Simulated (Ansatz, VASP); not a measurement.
Two plane-wave programs on Sn2Te

```xyz
3
Lattice="4.0648 0.0000 0.0000 -2.0324 3.5203 0.0000 0.0000 0.0000 6.4610" Properties=species:S:1:pos:R:3 pbc="T T T"
Sn    2.0324    1.1734    5.3055
Sn    0.0000    2.3468    1.1555
Te    0.0000    0.0000    3.2305
```

Change from the starting cell: species swapped into the Sc2C type (P-3m1, No. 164).

Alike in both runs: functional PBE; k mesh 6 × 6 × 3; occupations gaussian, width 0.2 eV; no spin polarisation.

Ansatz relaxed the structure, and its values are those at the end. VASP's run is a single point on that final structure, the one shown.

|  | VASP | Ansatz |
| --- | --- | --- |
| version | VASP 6.6.1 | Ansatz 0.2.0 |
| potentials or method | VASP PAW PBE potentials, release 64 (Sn_d, Te), cutoff 520 eV | scalar-relativistic, plane waves, PAW |
| valence electrons in the cell | 34 | 44 |

```tsv
	VASP	Ansatz	Ansatz less VASP
gap on the k mesh at the Fermi level (eV)	none	none	-
pressure (GPa)	0.3	0.3	+0.03
rms of the force components (eV/Å)	0.024	0.024	-0.0007
```

A gap of «none» marks a metal or a gap that the smearing closes. With one functional, cell and mesh, what is left measures potentials, basis and numerics. VASP's potentials hold 34 valence electrons a cell and Ansatz's 44, so a difference there can come from the potentials and not from the codes.

Neither program's run includes spin-orbit coupling.
